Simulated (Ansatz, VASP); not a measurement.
# Two plane-wave programs on Mg

```
Mg
1.0
     3.13250    0.00000    0.00000
    -1.56625    2.71283    0.00000
     0.00000    0.00000    5.08489
Mg
2
Direct
  0.33333 0.66667 0.25000
  0.66667 0.33333 0.75000
```

Alike in both runs: task single point; functional LDA; k mesh 12 × 12 × 6; occupations methfessel-paxton of order 1, width 0.2 eV; no spin polarisation.

```csv
,VASP,Ansatz
version,VASP 6.6.1,Ansatz 0.2.0
potentials or method,"VASP PAW LDA potentials, release 64 (Mg), cutoff 520 eV","plane waves (420 eV) with PAW, scalar-relativistic"
valence electrons in the cell,4,20
```

|  | VASP | Ansatz | Ansatz less VASP |
| --- | --- | --- | --- |
| pressure (GPa) | -0.3 | 0.0 | +0.33 |
| traceless stress, the component that is largest in VASP (GPa) | -0.43 | -0.44 | 0.000 |

Ansatz warns that its potentials were made for another functional, while VASP's fit it. LDA's correlation is that of Perdew and Zunger in VASP and of Perdew and Wang (1992) in Ansatz. VASP's potentials hold 4 valence electrons a cell and Ansatz's 20, so a difference there can come from the potentials and not from the codes.
